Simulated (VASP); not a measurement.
Wanted: the native input for a VASP 6.6.1 run.

```
Task                   : relaxation of cell and atoms
Functional             : r2SCAN
Potentials or basis    : VASP PAW PBE potentials, release 64 (Pt)
Cutoff                 : 600 eV
k mesh                 : 8 × 8 × 8
Occupations            : fermi-dirac, width 0.05 eV
Spin                   : no spin polarisation
Dipole correction      : no
Further INCAR settings : ALGO = Normal; EDIFF = 1e-06; IBRION = 2; EDIFFG = -0.02; NSW = 80; ISIF = 3
```

Pt:

```
CELL_PARAMETERS angstrom
0.00000 1.96090 1.96090
1.96090 0.00000 1.96090
1.96090 1.96090 0.00000
ATOMIC_POSITIONS crystal
Pt 0.00000 0.00000 0.00000
```

One way to write it, as run:

POSCAR

```
Pt
1.0
    0.0000000000      1.9609000000      1.9609000000
    1.9609000000      0.0000000000      1.9609000000
    1.9609000000      1.9609000000      0.0000000000
Pt
1
Direct
    0.0000000000      0.0000000000      0.0000000000
```

INCAR.step1

```
ALGO = Normal ; EDIFF = 1E-4
ENCUT = 600 ; GGA = PE
ISMEAR = -1 ; LASPH = True
LCHARG = False ; LREAL = False
LWAVE = True ; NELM = 60
PREC = Accurate ; SIGMA = 0.05
```

INCAR.step2

```
ALGO = Normal ; EDIFF = 1E-6
EDIFFG = -0.02 ; ENCUT = 600
IBRION = 2 ; ISIF = 3
ISMEAR = -1 ; ISTART = 1
LASPH = True ; LCHARG = False
LMIXTAU = True ; LREAL = False
LWAVE = False ; METAGGA = R2SCAN
NELM = 60 ; NSW = 80
PREC = Accurate ; SIGMA = 0.05
```

KPOINTS

```
k-points
0
Gamma
  8 8 8
```

Potentials or basis: VASP PAW PBE potentials, release 64 (Pt).

Launch:

```console
$ cat potpaw_PBE.64/Pt/POTCAR > POTCAR
$ cp INCAR.step1 INCAR
$ mpirun -np 1 vasp_std > vasp.out
$ cp INCAR.step2 INCAR
$ mpirun -np 1 vasp_std > vasp.out
```

It gave:

| Quantity | Value |
| --- | --- |
| Relaxed volume | 15.30 Å³/atom |
| Relaxed cell | a = 2.787 Å, b = 2.787 Å, c = 2.787 Å, α = 60.00°, β = 60.00°, γ = 60.00° |
| Space group after relaxing (to 0.1 Å) | Fm-3m (No. 225) |
| Energy gained by relaxing | 2.7 meV/atom |
| Ionic steps | 3 |
| Pressure after relaxing | 0.0 GPa |
| Band gap on the k mesh | zero (bands 5 and 6 overlap by 2.32 eV) |

Caveat: the PAW data sets were made with another functional, which shifts forces and pressure a little; spin-orbit coupling is left out, which moves the levels of the heavy elements.

Run time: 120 s on 1 thread of Intel Xeon 8259CL, on a shared host, peak memory 0.15 GiB.
